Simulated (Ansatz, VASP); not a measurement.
TiAl3: VASP beside Ansatz

```xyz
4
Lattice="3.9085 0.0000 0.0000 0.0000 3.9085 0.0000 0.0000 0.0000 3.9085" Properties=species:S:1:pos:R:3 pbc="T T T"
Ti    0.0000    0.0000    0.0000
Al    1.9542    1.9542    0.0000
Al    1.9542    0.0000    1.9542
Al    0.0000    1.9542    1.9542
```

Alike in both runs: task single point; functional PBEsol; k mesh 10 × 10 × 10; occupations gaussian, width 0.1 eV; no spin polarisation.

|  | VASP | Ansatz |
| --- | --- | --- |
| version | VASP 6.6.1 | Ansatz 0.2.0 |
| potentials or method | VASP PAW PBE potentials, release 64 (Ti_sv, Al), cutoff 520 eV | scalar-relativistic, plane waves, PAW |
| valence electrons in the cell | 21 | 21 |

Ansatz gave:

| Quantity | Value |
| --- | --- |
| gap on the k mesh at the Fermi level (eV) | none |
| pressure (GPa) | 3.6 |

What did VASP give for the same quantities?

gap on the k mesh at the Fermi level (eV): none; pressure (GPa): 3.7.

VASP's potentials were made for PBE, not for PBEsol. A gap of «none» marks a metal or a gap that the smearing closes.
